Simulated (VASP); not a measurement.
# Mg: single point with PBE

Crystal: Mg.

```
CELL_PARAMETERS angstrom
0.00000 2.48563 5.30422
1.75790 0.00000 5.30422
1.75790 2.48563 0.00000
ATOMIC_POSITIONS crystal
Mg 0.75000 0.75000 0.75000
Mg 0.50000 0.50000 0.50000
```

- Program: VASP 6.6.1
- Task: single point
- Functional: PBE
- Potentials or basis: VASP PAW PBE potentials, release 64 (Mg)
- Cutoff: 520 eV
- k mesh: 6 × 6 × 6
- Occupations: gaussian, width 0.1 eV
- Spin: no spin polarisation
- Dipole correction: no
- Further INCAR settings: ALGO = Fast; EDIFF = 1e-06; NBANDS = 9

```yaml
Pressure: 1.6 GPa
Band_gap_on_the_k_mesh: zero (band 2 reaches 3.59 eV, above the bottom of band 3 at 1.09 eV)
```

Stress tensor (GPa, compression positive):
```
-1.61  0.00  0.00
 0.00  3.15  0.00
 0.00  0.00  3.35
```

Levels at points of the mesh, in eV from the Fermi level:
```csv
k point,band 1,band 2,band 3,band 4,band 5,band 6,band 7
"(0.00, 0.00, 0.00)",-7.01,-1.96,-1.61,10.09,10.15,10.89,11.32
"(0.50, 0.00, 0.00)",-2.23,-2.21,-0.06,0.73,5.13,5.37,9.16
"(0.50, 0.50, 0.00)",-5.68,-5.68,4.39,4.39,9.84,9.84,10.33
"(0.50, 0.00, 0.50)",-1.14,-1.14,3.53,3.53,4.20,4.20,5.72
"(0.00, 0.50, 0.50)",-0.33,-0.33,0.75,0.75,4.52,4.52,9.04
```

It took 13 s on 1 thread of AMD EPYC 9R45 96-Core Processor (Zen 5) (shared host), peak memory 0.18 GiB.

Caveat: the k points lie up to 0.38 Å⁻¹ apart.
